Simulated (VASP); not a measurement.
# Mg (P6/mmm) in VASP: notebook

The runs below take Mg through single point, with PBE.

Everything below comes from runs of VASP 6.6.1. Logs are shortened: lines on timing, memory, paths and dates and some standing lists are left out, and cuts for length are marked.

### Step 1. The cell of the first run

It takes space group P6/mmm (No. 191, hexagonal). Conventional cell: a = 2.879 Å, b = 2.879 Å, c = 2.792 Å, α = 90.00°, β = 90.00°, γ = 120.00°. Mg (site symmetry 6/mmm) has 8 Mg at 2.79 to 2.88 Å within 3.7 Å.

### Step 2. Single point, PBE

INCAR

```
PREC = Accurate
ENCUT = 520
EDIFF = 1E-6
ISMEAR = -1
SIGMA = 0.1
LREAL = F
LASPH = T
NELM = 100
ALGO = Normal
ISIF = 2
LWAVE = F
LCHARG = F
GGA = PE
NBANDS = 7
```

KPOINTS

```
Automatic mesh
0
Gamma
  14 14 13
```

POSCAR

```
Mg
1.0
    2.8785862578      0.0000000000      0.0000000000
   -1.4392931289      2.4929288262      0.0000000000
    0.0000000000      0.0000000000      2.7918875502
Mg
1
Direct
    0.0000000000      0.0000000000      0.0000000000
```

Potentials or basis: VASP PAW PBE potentials, release 64 (Mg).

On the command line:

```bash
> cat potpaw_PBE.64/Mg/POTCAR > POTCAR
> mpirun -np 1 vasp_std > vasp.out
```

OUTCAR:

```text
PREC = Accurate
   ENCUT = 520
   EDIFF = 1E-6
   ISMEAR = -1
   LREAL = F
   LASPH = T
   NELM = 100
   ISIF = 2
   GGA = PE

 ion  position               nearest neighbor table
   1  0.000  0.000  0.000-

  LATTYP: Found a hexagonal cell.
 ALAT       =     2.8785862578
 C/A-ratio  =     0.9698814974

  Lattice vectors:

 A1 = (   2.8785862578,   0.0000000000,   0.0000000000)
 A2 = (  -1.4392931289,   2.4929288262,   0.0000000000)
 A3 = (   0.0000000000,   0.0000000000,   2.7918875502)

Analysis of symmetry for initial positions (statically):
=====================================================================
 Subroutine PRICEL returns:
 Original cell was already a primitive cell.

 Routine SETGRP: Setting up the symmetry group for a
 hexagonal supercell.

 Subroutine GETGRP returns: Found 24 space group operations
 (whereof 24 operations were pure point group operations)
 out of a pool of 24 trial point group operations.

The static configuration has the point symmetry D_6h.

Analysis of symmetry for dynamics (positions and initial velocities):
=====================================================================
 Subroutine PRICEL returns:
 Original cell was already a primitive cell.

 Routine SETGRP: Setting up the symmetry group for a
 hexagonal supercell.

 Subroutine GETGRP returns: Found 24 space group operations
 (whereof 24 operations were pure point group operations)
 out of a pool of 24 trial point group operations.

The dynamic configuration has the point symmetry D_6h.

 Subroutine INISYM returns: Found 24 space group operations
 (whereof 24 operations are pure point group operations),
 and found     1 'primitive' translations

----------------------------------------------------------------------------------------

                                     Primitive cell

  volume of cell :      20.0349

  direct lattice vectors                    reciprocal lattice vectors
     2.878586258  0.000000000  0.000000000     0.347392751  0.200567298  0.000000000
    -1.439293129  2.492928826  0.000000000     0.000000000  0.401134597  0.000000000
     0.000000000  0.000000000  2.791887550     0.000000000  0.000000000  0.358180615

  length of vectors
     2.878586258  2.878586258  2.791887550     0.401134597  0.401134597  0.358180615

  position of ions in fractional coordinates (direct lattice)
     0.000000000  0.000000000  0.000000000

  ion indices of the primitive-cell ions
   primitive index   ion index
                 1           1

----------------------------------------------------------------------------------------

 KPOINTS: Automatic mesh

Automatic generation of k-mesh.
 Grid dimensions read from file:
 generate k-points for:   14   14   13

 Generating k-lattice:

  Cartesian coordinates                     Fractional coordinates (reciprocal lattice)
     0.024813768  0.014326236  0.000000000     0.071428571  0.000000000  0.000000000
     0.000000000  0.028652471  0.000000000     0.000000000  0.071428571  0.000000000
     0.000000000  0.000000000  0.027552355     0.000000000  0.000000000  0.076923077

  Length of vectors
     0.028652471  0.028652471  0.027552355

  Shift w.r.t. Gamma in fractional coordinates (k-lattice)
     0.000000000  0.000000000  0.000000000

 Subroutine IBZKPT returns following result:
 ===========================================

 Found    168 irreducible k-points:

 Following reciprocal coordinates:
            Coordinates               Weight
  0.000000  0.000000  0.000000      1.000000
  0.071429  0.000000  0.000000      6.000000
  0.142857  0.000000  0.000000      6.000000
  0.214286  0.000000  0.000000      6.000000
  0.285714  0.000000  0.000000      6.000000
  0.357143  0.000000  0.000000      6.000000
[... 16 lines left out ...]
  0.285714  0.285714  0.000000      6.000000
  0.357143  0.285714  0.000000      6.000000
 [... further k-points ...]
   k-points           NKPTS =    168   k-points in BZ     NKDIM =    168   number of bands    NBANDS=      7
   number of dos      NEDOS =    301   number of ions     NIONS =      1
   total plane-waves  NPLWV =  13824
   dimension x,y,z NGX =    24 NGY =   24 NGZ =   24
   dimension x,y,z NGXF=    48 NGYF=   48 NGZF=   48
   ions per type =               1
   NGX,Y,Z   is equivalent  to a cutoff of  13.86, 13.86, 14.29 a.u.
   NGXF,Y,Z  is equivalent  to a cutoff of  27.72, 27.72, 28.58 a.u.
 SYSTEM =  unknown system
   PREC   = accura    normal or accurate (medium, high low for compatibility)
   ISTART =      0    job   : 0-new  1-cont  2-samecut
   ICHARG =      2    charge: 1-file 2-atom 10-const
   ISPIN  =      1    spin polarized calculation?
   LNONCOLLINEAR =      F non collinear calculations
   LSORBIT =      F    spin-orbit coupling
   LASPH  =      T    aspherical Exc in radial PAW
   ENCUT  =  520.0 eV  38.22 Ry    6.18 a.u.   5.35  5.35  5.19*2*pi/ulx,y,z
   NELM   =    100;   NELMIN=  2; NELMDL= -5     # of ELM steps
   EDIFF  = 0.1E-05   stopping-criterion for ELM
   LREAL  =      F    real-space projection
   EDIFFG = 0.1E-04   stopping-criterion for IOM
   NSW    =      0    number of steps for IOM
   IBRION =     -1    ionic relax: 0-MD 1-quasi-New 2-CG
   NFREE  =      0    steps in history (QN), initial steepest desc. (CG)
   ISIF   =      2    stress and relaxation
   ISYM   =      2    0-nonsym 1-usesym 2-fastsym
   POTIM  = 0.5000    time-step for ionic-motion
   TEBEG  =    0.0;   TEEND  =   0.0 temperature during run
   PSTRESS=    0.0 pullay stress
   NELECT =       2.0000    total number of electrons
   NUPDOWN=      -1.0000    fix difference up-down
   EMIN   =  10.00;   EMAX   =-10.00  energy-range for DOS
   EFERMI =   0.00;   METHOD = LEGACY
   ISMEAR =    -1;   SIGMA  =   0.10  broadening in eV -4-tet -1-fermi 0-gaus
   EFERMI_NEDOS =   21; number of points for ismear=-14 and -15
   IALGO  =     38    algorithm
   IMIX   =      4    mixing-type and parameters
     AMIX     =   0.40;   BMIX     =  1.00
     AMIX_MAG =   1.60;   BMIX_MAG =  1.00
  volume/ion in A,a.u.               =      20.03       135.20
  Fermi-wavevector in a.u.,A,eV,Ry     =   0.759432  1.435119  7.846992  0.576738
  Thomas-Fermi vector in A             =   1.858226
   LORBIT       =      0    0 simple, 1 ext, 2 COOP (PROOUT), +10 PAW based schemes
   GGA     = PE    functional components
   LHFCALC =     F    Hartree Fock is set to
   AEXX    =    0.0000 exact exchange contribution
   IVDW    =     0    specifies the selected vdW correction
   LEPSILON=     F    determine dielectric tensor
   LRPA    =     F    only Hartree local field effects (RPA)
 non-spin polarized calculation
  energy-cutoff  :      520.00
  volume of cell :       20.03
 maximum number of plane-waves:       561
 NGX is ok and might be reduce to    24
   NGX = 11   NGY = 11   NGZ = 11

 number of electron       2.0000000 magnetization

 Free energy of the ion-electron system (eV)
  ---------------------------------------------------
  ext. energy  EPLUGINS =         0.00000000
  ---------------------------------------------------
  free energy    TOTEN  =        -1.13479453 eV

  energy without entropy =       -1.11985248  energy(sigma->0) =       -1.12732351

 E-fermi :   3.3921     XC(G=0):  -8.9095

 val. band max:        3.3590545406   @ k =   0.4286   0.1429   0.3077
 cond. band min:       3.4042160686   @ k =   0.3571   0.2143   0.0000
 fundamental gap:      0.0451615281
 Fermi energy:         3.3921042782

 k-point     1 :       0.0000    0.0000    0.0000
  band No.  band energies     occupation
      1      -4.1552      2.00000
      2      12.4773      0.00000
      3      14.2363      0.00000
      4      16.9439      0.00000
      5      16.9439      0.00000
      6      18.9398      0.00000
      7      18.9398      0.00000

 k-point     2 :       0.0714    0.0000    0.0000
  band No.  band energies     occupation
      1      -4.0311      2.00000
      2      12.4315      0.00000
      3      14.3322      0.00000
      4      15.2052      0.00000
      5      16.3273      0.00000
      6      18.7464      0.00000
      7      19.7626      0.00000

 k-point     3 :       0.1429    0.0000    0.0000
  band No.  band energies     occupation
      1      -3.6602      2.00000
      2      11.8062      0.00000
      3      13.3395      0.00000
      4      14.6199      0.00000
      5      15.3841      0.00000
      6      18.2299      0.00000
      7      21.3222      0.00000

 k-point     4 :       0.2143    0.0000    0.0000
  band No.  band energies     occupation
      1      -3.0458      2.00000
      2       9.7626      0.00000
      3      12.9145      0.00000
      4      14.5519      0.00000
      5      15.0998      0.00000
      6      17.9584      0.00000
      7      23.1725      0.00000

 k-point     5 :       0.2857    0.0000    0.0000
  band No.  band energies     occupation
      1      -2.1937      2.00000
      2       7.5295      0.00000
      3      12.7250      0.00000
      4      13.8920      0.00000
      5      15.7701      0.00000
      6      18.1513      0.00000
      7      24.4127      0.00000

 k-point     6 :       0.3571    0.0000    0.0000
  band No.  band energies     occupation
      1      -1.1127      2.00000
      2       5.4302      0.00000
      3      12.5155      0.00000
      4      13.4177      0.00000
      5      16.6204      0.00000
      6      18.8101      0.00000
      7      22.5767      0.00000

 k-point     7 :       0.4286    0.0000    0.0000
  band No.  band energies     occupation
      1       0.1799      2.00000
      2       3.5212      0.43155
      3      12.3474      0.00000
      4      13.1326      0.00000
      5      17.5951      0.00000
      6      19.7975      0.00000
      7      20.9932      0.00000

 k-point     8 :       0.5000    0.0000    0.0000
  band No.  band energies     occupation
      1       1.3853      2.00000
      2       2.1096      1.99999
      3      12.2840      0.00000
      4      13.0375      0.00000
      5      18.2529      0.00000
      6      20.1299      0.00000
      7      20.5552      0.00000

 k-point     9 :       0.0714    0.0714    0.0000
  band No.  band energies     occupation
      1      -3.7837      2.00000
      2      12.2384      0.00000
      3      13.4960      0.00000
      4      14.5240      0.00000
      5      15.5533      0.00000
      6      19.3496      0.00000
      7      19.7446      0.00000

 k-point    10 :       0.1429    0.0714    0.0000
  band No.  band energies     occupation
      1      -3.2910      2.00000
      2      10.9438      0.00000
      3      12.1530      0.00000
      4      14.9081      0.00000
      5      15.0945      0.00000
      6      18.9076      0.00000
      7      21.2327      0.00000

 k-point    11 :       0.2143    0.0714    0.0000
  band No.  band energies     occupation
      1      -2.5578      2.00000
      2       8.7033      0.00000
      3      11.5960      0.00000
      4      15.0002      0.00000
      5      15.4842      0.00000
      6      18.5964      0.00000
      7      23.1346      0.00000
[... 51 lines left out ...]
 k-point    17 :       0.2857    0.1429    0.0000
  band No.  band energies     occupation
      1      -0.7561      2.00000
      2       5.7301      0.00000
      3       8.9916      0.00000
      4      16.4848      0.00000
      5      16.9192      0.00000
      6      19.9719      0.00000
      7      22.8261      0.00000

 k-point    18 :       0.3571    0.1429    0.0000
  band No.  band energies     occupation
      1       0.5283      2.00000
      2       3.8489      0.02055
      3       8.6655      0.00000
      4      16.8113      0.00000
      5      17.9130      0.00000
      6      20.4111      0.00000
      7      21.2207      0.00000

 k-point    19 :       0.4286    0.1429    0.0000
  band No.  band energies     occupation
      1       1.7168      2.00000
      2       2.4596      1.99982
      3       8.5564      0.00000
      4      16.9039      0.00000
      5      18.6107      0.00000
      6      20.3164      0.00000
      7      20.8622      0.00000

 k-point    20 :       0.2143    0.2143    0.0000
  band No.  band energies     occupation
      1      -0.8746      2.00000
      2       6.7384      0.00000
      3       7.7942      0.00000
      4      16.8321      0.00000
      5      16.9568      0.00000
      6      21.4190      0.00000
      7      22.2905      0.00000

 k-point    21 :       0.2857    0.2143    0.0000
  band No.  band energies     occupation
      1       0.3002      2.00000
      2       5.0958      0.00000
      3       7.0201      0.00000
      4      17.7805      0.00000
      5      17.9546      0.00000
      6      21.4028      0.00000
      7      22.2324      0.00000

 k-point    22 :       0.3571    0.2143    0.0000
  band No.  band energies     occupation
      1       1.6461      2.00000
      2       3.4042      0.93951
      3       6.7387      0.00000
      4      18.6888      0.00000
      5      18.7971      0.00000
      6      20.8179      0.00000
      7      21.2537      0.00000

 k-point    23 :       0.2857    0.2857    0.0000
  band No.  band energies     occupation
      1       1.5539      2.00000
      2       4.3844      0.00010
      3       5.5342      0.00000
      4      18.8111      0.00000
      5      19.3701      0.00000
      6      21.4440      0.00000
      7      22.5147      0.00000

 k-point    24 :       0.3571    0.2857    0.0000
  band No.  band energies     occupation
      1       2.7140      1.99773
      2       3.3170      1.35866
      3       5.1253      0.00000
      4      19.6799      0.00000
      5      20.3090      0.00000
      6      20.5506      0.00000
      7      21.7304      0.00000

 [... further k-points ...]
[... 5 lines left out ...]
  --------------------------------------------------------------------------------------
  -------------------------------------------------------------------------------------
  Total        1.3104767      1.3104767      1.3116456      0.0000000      0.0000000     -0.0000000
  in kB      104.7979655    104.7979655    104.8914345      0.0000000      0.0000000     -0.0000000
  external PRESSURE =     104.8291218 kB  Pullay stress =       0.0000000 kB

 VOLUME and BASIS-vectors are now :
 -----------------------------------------------------------------------------
  energy-cutoff  :      520.00
  volume of cell :       20.03
      direct lattice vectors                 reciprocal lattice vectors
     2.878586258  0.000000000  0.000000000     0.347392751  0.200567298  0.000000000
    -1.439293129  2.492928826  0.000000000     0.000000000  0.401134597  0.000000000
     0.000000000  0.000000000  2.791887550     0.000000000  0.000000000  0.358180615

 POSITION                                       TOTAL-FORCE (eV/Angst)
 -----------------------------------------------------------------------------------
      0.00000      0.00000      0.00000         0.000000      0.000000      0.000000
 -----------------------------------------------------------------------------------
    total drift:                               -0.000000      0.000000     -0.000000

  FREE ENERGIE OF THE ION-ELECTRON SYSTEM (eV)
  ---------------------------------------------------
  free  energy   TOTEN  =        -1.1347945349 eV

  energy  without entropy=       -1.1198524769  energy(sigma->0) =       -1.12732351
```

It took 21 s on 1 thread of AMD EPYC 7R13 (Zen 3), shared host; peak memory 0.12 GiB.

What came out:

| Quantity | Value |
| --- | --- |
| Free energy | -1.1348 eV |
| Pressure | 10.5 GPa |
| Band gap on the k mesh | zero (band 1 reaches 6.28 eV, above the bottom of band 2 at 1.29 eV) |

(Part 1 of 2 ends here.)
